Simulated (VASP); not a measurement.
Wanted: the native input for a VASP 6.6.1 run.

* Task: single point
* Functional: HSE06
* Potentials or basis: VASP PAW PBE potentials, release 64 (K_sv, Cl)
* Cutoff: 520 eV
* k mesh: 4 × 4 × 4
* Occupations: fermi-dirac, width 0.02 eV
* Spin: no spin polarisation
* Dipole correction: no
* Grid for exact exchange (PRECFOCK): Normal
* Further INCAR settings: ALGO = Normal; EDIFF = 1e-06; NBANDS = 15
* Share of exact exchange: 0.25
* Screening parameter: 0.2079 1/Å

KCl:

```xyz
2
Lattice="3.8080 0.0000 0.0000 0.0000 3.8080 0.0000 0.0000 0.0000 3.8080" Properties=species:S:1:pos:R:3 pbc="T T T"
K     0.0000    0.0000    0.0000
Cl    1.9040    1.9040    1.9040
```

The input as run:

POSCAR

```
KCl
1.0
    3.8080123407      0.0000000000      0.0000000000
    0.0000000000      3.8080123407      0.0000000000
    0.0000000000      0.0000000000      3.8080123407
K Cl
1 1
Direct
    0.0000000000      0.0000000000      0.0000000000
    0.5000000000      0.5000000000      0.5000000000
```

INCAR.step1

```
SYSTEM = KCl
PREC = Accurate ; ENCUT = 520
EDIFF = 1E-5 ; ISMEAR = -1
SIGMA = 0.02 ; LREAL = .FALSE.
LASPH = .TRUE. ; NELM = 80
ALGO = Normal ; ISIF = 2
LWAVE = .TRUE. ; GGA = PE
NBANDS = 15
```

INCAR.step2

```
SYSTEM = KCl
PREC = Accurate ; ENCUT = 520
EDIFF = 1E-6 ; ISMEAR = -1
SIGMA = 0.02 ; LREAL = .FALSE.
LASPH = .TRUE. ; NELM = 80
ALGO = Normal ; ISIF = 2
LWAVE = .FALSE. ; LCHARG = .TRUE.
GGA = PE ; LHFCALC = .TRUE.
HFSCREEN = 0.2079 ; PRECFOCK = Normal
LELF = .TRUE. ; LVHAR = .TRUE.
ISTART = 1 ; NBANDS = 15
```

KPOINTS

```
Automatic mesh
0
G
  4 4 4
  0 0 0
```

Potentials or basis: VASP PAW PBE potentials, release 64 (K_sv, Cl).

Command:

```sh
$ cat potpaw_PBE.64/K_sv/POTCAR potpaw_PBE.64/Cl/POTCAR > POTCAR
$ cp INCAR.step1 INCAR
$ mpirun -np 1 vasp_std > vasp.out
$ cp INCAR.step2 INCAR
$ mpirun -np 1 vasp_std > vasp.out
```

Results of the run:

The pressure is 0.0 GPa and the band gap on the k mesh is 6.23 eV (least direct gap 6.45 eV).

Caveat: the structure was generated, so it needn't be the stable form of KCl; the PAW data sets were made with another functional, which shifts forces and pressure a little.

Run time: 2.4 min on 1 thread of Intel(R) Xeon(R) 6975P-C (Granite Rapids) (shared host), peak memory 0.26 GiB.
